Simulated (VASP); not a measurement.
# CdSe (rocksalt type) (Fm-3m) in VASP: a series of runs

Runs on CdSe (rocksalt type). Level: PBE. Tasks: single point.

Everything below comes from runs of VASP 6.6.1. Logs are shortened: lines on timing, memory, paths and dates and some standing lists are left out, and cuts for length are marked.

### 1 The cell of the first run

The structure is cubic, space group Fm-3m (No. 225). Conventional cell: a = 5.096 Å, b = 5.096 Å, c = 5.096 Å, α = 90.00°, β = 90.00°, γ = 90.00°. Within 3.4 Å of Cd (site symmetry m-3m) lie 6 Se at 2.55 Å. Within 3.4 Å of Se (site symmetry m-3m) lie 6 Cd at 2.55 Å.

### 2 Single point, PBE

The input, INCAR:

```
SYSTEM = CdSe
PREC = Accurate
ENCUT = 520
EDIFF = 1E-6
ISMEAR = -1
SIGMA = 0.05
LREAL = .False.
LASPH = .True.
NELM = 60
ALGO = Normal
ISIF = 2
LWAVE = .False.
LCHARG = .True.
GGA = PE
LELF = .True.
LVHAR = .True.
NBANDS = 16
```

The input, KPOINTS:

```
Automatic mesh
0
Gamma
  14 14 14
  0 0 0
```

The input, POSCAR:

```
CdSe
1.0
    0.0000000000      2.5481570066      2.5481570066
    2.5481570066      0.0000000000      2.5481570066
    2.5481570066      2.5481570066      0.0000000000
Cd Se
1 1
Direct
    0.0000000000      0.0000000000      0.0000000000
    0.5000000000      0.5000000000      0.5000000000
```

Potentials or basis: VASP PAW PBE potentials, release 64 (Cd, Se).

On the command line:

```
cat potpaw_PBE.64/Cd/POTCAR potpaw_PBE.64/Se/POTCAR > POTCAR
mpirun -np 1 vasp_std > vasp.out
```

OUTCAR:

```text
SYSTEM = CdSe
   PREC = Accurate
   ENCUT = 520
   EDIFF = 1E-6
   ISMEAR = -1
   LREAL = .False.
   LASPH = .True.
   NELM = 60
   ISIF = 2
   GGA = PE

 ion  position               nearest neighbor table
   1  0.000  0.000  0.000-   2 2.55   2 2.55   2 2.55   2 2.55   2 2.55   2 2.55
   2  0.500  0.500  0.500-   1 2.55   1 2.55   1 2.55   1 2.55   1 2.55   1 2.55

  LATTYP: Found a face centered cubic cell.
 ALAT       =     5.0963140132

  Lattice vectors:

 A1 = (   0.0000000000,   2.5481570066,   2.5481570066)
 A2 = (   2.5481570066,   0.0000000000,   2.5481570066)
 A3 = (   2.5481570066,   2.5481570066,   0.0000000000)

Analysis of symmetry for initial positions (statically):
=====================================================================
 Subroutine PRICEL returns:
 Original cell was already a primitive cell.

 Routine SETGRP: Setting up the symmetry group for a
 face centered cubic supercell.

 Subroutine GETGRP returns: Found 48 space group operations
 (whereof 48 operations were pure point group operations)
 out of a pool of 48 trial point group operations.

The static configuration has the point symmetry O_h .

Analysis of symmetry for dynamics (positions and initial velocities):
=====================================================================
 Subroutine PRICEL returns:
 Original cell was already a primitive cell.

 Routine SETGRP: Setting up the symmetry group for a
 face centered cubic supercell.

 Subroutine GETGRP returns: Found 48 space group operations
 (whereof 48 operations were pure point group operations)
 out of a pool of 48 trial point group operations.

The dynamic configuration has the point symmetry O_h .

 Subroutine INISYM returns: Found 48 space group operations
 (whereof 48 operations are pure point group operations),
 and found     1 'primitive' translations

----------------------------------------------------------------------------------------

                                     Primitive cell

  volume of cell :      33.0909

  direct lattice vectors                    reciprocal lattice vectors
     0.000000000  2.548157007  2.548157007    -0.196220248  0.196220248  0.196220248
     2.548157007  0.000000000  2.548157007     0.196220248 -0.196220248  0.196220248
     2.548157007  2.548157007  0.000000000     0.196220248  0.196220248 -0.196220248

  length of vectors
     3.603638198  3.603638198  3.603638198     0.339863439  0.339863439  0.339863439

  position of ions in fractional coordinates (direct lattice)
     0.000000000  0.000000000  0.000000000
     0.500000000  0.500000000  0.500000000

  ion indices of the primitive-cell ions
   primitive index   ion index
                 1           1
                 2           2

----------------------------------------------------------------------------------------

 KPOINTS: Automatic mesh

Automatic generation of k-mesh.
 Grid dimensions read from file:
 generate k-points for:   14   14   14

 Generating k-lattice:

  Cartesian coordinates                     Fractional coordinates (reciprocal lattice)
    -0.014015732  0.014015732  0.014015732     0.071428571  0.000000000  0.000000000
     0.014015732 -0.014015732  0.014015732     0.000000000  0.071428571  0.000000000
     0.014015732  0.014015732 -0.014015732     0.000000000  0.000000000  0.071428571

  Length of vectors
     0.024275960  0.024275960  0.024275960

  Shift w.r.t. Gamma in fractional coordinates (k-lattice)
     0.000000000  0.000000000  0.000000000

 Subroutine IBZKPT returns following result:
 ===========================================

 Found    104 irreducible k-points:

 Following reciprocal coordinates:
            Coordinates               Weight
  0.000000  0.000000  0.000000      1.000000
  0.071429  0.000000  0.000000      8.000000
  0.142857  0.000000  0.000000      8.000000
  0.214286  0.000000  0.000000      8.000000
  0.285714  0.000000  0.000000      8.000000
  0.357143  0.000000  0.000000      8.000000
[... 16 lines left out ...]
  0.214286  0.142857  0.000000     24.000000
  0.285714  0.142857  0.000000     24.000000
 [... further k-points ...]
   k-points           NKPTS =    104   k-points in BZ     NKDIM =    104   number of bands    NBANDS=     16
   number of dos      NEDOS =    301   number of ions     NIONS =      2
   total plane-waves  NPLWV =  21952
   dimension x,y,z NGX =    28 NGY =   28 NGZ =   28
   dimension x,y,z NGXF=    56 NGYF=   56 NGZF=   56
   ions per type =               1   1
   NGX,Y,Z   is equivalent  to a cutoff of  12.92, 12.92, 12.92 a.u.
   NGXF,Y,Z  is equivalent  to a cutoff of  25.83, 25.83, 25.83 a.u.
 SYSTEM =  CdSe
   PREC   = accura    normal or accurate (medium, high low for compatibility)
   ISTART =      0    job   : 0-new  1-cont  2-samecut
   ICHARG =      2    charge: 1-file 2-atom 10-const
   ISPIN  =      1    spin polarized calculation?
   LNONCOLLINEAR =      F non collinear calculations
   LSORBIT =      F    spin-orbit coupling
   LASPH  =      T    aspherical Exc in radial PAW
   ENCUT  =  520.0 eV  38.22 Ry    6.18 a.u.   6.70  6.70  6.70*2*pi/ulx,y,z
   NELM   =     60;   NELMIN=  2; NELMDL= -5     # of ELM steps
   EDIFF  = 0.1E-05   stopping-criterion for ELM
   LREAL  =      F    real-space projection
   EDIFFG = 0.1E-04   stopping-criterion for IOM
   NSW    =      0    number of steps for IOM
   IBRION =     -1    ionic relax: 0-MD 1-quasi-New 2-CG
   NFREE  =      0    steps in history (QN), initial steepest desc. (CG)
   ISIF   =      2    stress and relaxation
   ISYM   =      2    0-nonsym 1-usesym 2-fastsym
   POTIM  = 0.5000    time-step for ionic-motion
   TEBEG  =    0.0;   TEEND  =   0.0 temperature during run
   PSTRESS=    0.0 pullay stress
   NELECT =      18.0000    total number of electrons
   NUPDOWN=      -1.0000    fix difference up-down
   EMIN   =  10.00;   EMAX   =-10.00  energy-range for DOS
   EFERMI =   0.00;   METHOD = LEGACY
   ISMEAR =    -1;   SIGMA  =   0.05  broadening in eV -4-tet -1-fermi 0-gaus
   EFERMI_NEDOS =   21; number of points for ismear=-14 and -15
   IALGO  =     38    algorithm
   IMIX   =      4    mixing-type and parameters
     AMIX     =   0.40;   BMIX     =  1.00
     AMIX_MAG =   1.60;   BMIX_MAG =  1.00
  volume/ion in A,a.u.               =      16.55       111.65
  Fermi-wavevector in a.u.,A,eV,Ry     =   1.336379  2.525389 24.298747  1.785908
  Thomas-Fermi vector in A             =   2.465010
   LORBIT       =      0    0 simple, 1 ext, 2 COOP (PROOUT), +10 PAW based schemes
   GGA     = PE    functional components
   LHFCALC =     F    Hartree Fock is set to
   AEXX    =    0.0000 exact exchange contribution
   IVDW    =     0    specifies the selected vdW correction
   LEPSILON=     F    determine dielectric tensor
   LRPA    =     F    only Hartree local field effects (RPA)
 non-spin polarized calculation
  energy-cutoff  :      520.00
  volume of cell :       33.09
 maximum number of plane-waves:       911
   NGX = 13   NGY = 13   NGZ = 13

 number of electron      18.0000005 magnetization

 Free energy of the ion-electron system (eV)
  ---------------------------------------------------
  ext. energy  EPLUGINS =         0.00000000
  ---------------------------------------------------
  free energy    TOTEN  =        -3.56597577 eV

  energy without entropy =       -3.56265272  energy(sigma->0) =       -3.56431424

 E-fermi :   6.3276     XC(G=0): -11.8349

 val. band max:        6.3157507620   @ k =  -0.3571   0.0714   0.0000
 cond. band min:       6.3304496865   @ k =   0.5000   0.0000   0.0000
 fundamental gap:      0.0146989245
 Fermi energy:         6.3276056101

 k-point     1 :       0.0000    0.0000    0.0000
  band No.  band energies     occupation
      1      -9.6550      2.00000
      2      -2.9646      2.00000
      3      -2.9646      2.00000
      4      -2.9503      2.00000
      5      -2.9503      2.00000
      6      -2.9503      2.00000
[... 8 lines left out ...]
     15      17.9351      0.00000
     16      17.9351      0.00000

 k-point     2 :       0.0714    0.0000    0.0000
  band No.  band energies     occupation
      1      -9.5858      2.00000
      2      -2.9974      2.00000
      3      -2.9974      2.00000
      4      -2.9641      2.00000
      5      -2.9338      2.00000
      6      -2.9338      2.00000
[... 8 lines left out ...]
     15      17.1493      0.00000
     16      17.1493      0.00000

 k-point     3 :       0.1429    0.0000    0.0000
  band No.  band energies     occupation
      1      -9.3826      2.00000
      2      -3.0913      2.00000
      3      -3.0913      2.00000
      4      -3.0087      2.00000
      5      -2.8829      2.00000
      6      -2.8829      2.00000
[... 8 lines left out ...]
     15      16.5569      0.00000
     16      16.7845      0.00000

 k-point     4 :       0.2143    0.0000    0.0000
  band No.  band energies     occupation
      1      -9.0594      2.00000
      2      -3.2217      2.00000
      3      -3.2217      2.00000
      4      -3.0950      2.00000
      5      -2.8076      2.00000
      6      -2.8076      2.00000
[... 8 lines left out ...]
     15      16.8319      0.00000
     16      16.8319      0.00000
[... 324 lines left out ...]
 k-point    22 :       0.1429    0.1429    0.0000
  band No.  band energies     occupation
      1      -9.3071      2.00000
      2      -3.2386      2.00000
      3      -3.0125      2.00000
      4      -2.9272      2.00000
      5      -2.8924      2.00000
      6      -2.8924      2.00000
[... 8 lines left out ...]
     15      18.6569      0.00000
     16      19.5863      0.00000

 k-point    23 :       0.2143    0.1429    0.0000
  band No.  band energies     occupation
      1      -9.0884      2.00000
      2      -3.3491      2.00000
      3      -3.0499      2.00000
      4      -2.9846      2.00000
      5      -2.8504      2.00000
      6      -2.8074      2.00000
[... 8 lines left out ...]
     15      19.0612      0.00000
     16      19.0793      0.00000

 k-point    24 :       0.2857    0.1429    0.0000
  band No.  band energies     occupation
      1      -8.7730      2.00000
      2      -3.4520      2.00000
      3      -3.1060      2.00000
      4      -3.0954      2.00000
      5      -2.7872      2.00000
      6      -2.7092      2.00000
[... 8 lines left out ...]
     15      18.9449      0.00000
     16      19.1531      0.00000

 [... further k-points ...]

------------------------ aborting loop because EDIFF is reached ----------------------------------------

  FORCE on cell =-STRESS in cart. coord.  units (eV):
  Direction    XX          YY          ZZ          XY          YZ          ZX
  --------------------------------------------------------------------------------------
  -------------------------------------------------------------------------------------
  Total       10.6997249     10.6997249     10.6997249     -0.0000000      0.0000000     -0.0000000
  in kB      518.0535430    518.0535430    518.0535430     -0.0000000      0.0000000     -0.0000000
  external PRESSURE =     518.0535430 kB  Pullay stress =       0.0000000 kB

 VOLUME and BASIS-vectors are now :
 -----------------------------------------------------------------------------
  energy-cutoff  :      520.00
  volume of cell :       33.09
      direct lattice vectors                 reciprocal lattice vectors
     0.000000000  2.548157007  2.548157007    -0.196220248  0.196220248  0.196220248
     2.548157007  0.000000000  2.548157007     0.196220248 -0.196220248  0.196220248
     2.548157007  2.548157007  0.000000000     0.196220248  0.196220248 -0.196220248

 POSITION                                       TOTAL-FORCE (eV/Angst)
 -----------------------------------------------------------------------------------
      0.00000      0.00000      0.00000        -0.000000     -0.000000      0.000000
      2.54816      2.54816      2.54816         0.000000      0.000000     -0.000000
 -----------------------------------------------------------------------------------
    total drift:                               -0.000000      0.000000      0.000000

  FREE ENERGIE OF THE ION-ELECTRON SYSTEM (eV)
  ---------------------------------------------------
  free  energy   TOTEN  =        -3.5659757676 eV

  energy  without entropy=       -3.5626527188  energy(sigma->0) =       -3.56431424
```

Wall time 86 s (1 thread of Intel Xeon 8259CL, shared host); peak memory 0.2 GiB.

Results:

```yaml
Free_energy: -3.5660 eV
Pressure: 51.8 GPa
Band_gap_on_the_k_mesh: zero (bands 9 and 10 overlap by 0.71 eV)
```

Caveat: the cell stands under pressure; semilocal functionals underestimate gaps, so a narrow gap can read as zero.

(Continued in part 2 of 2.)
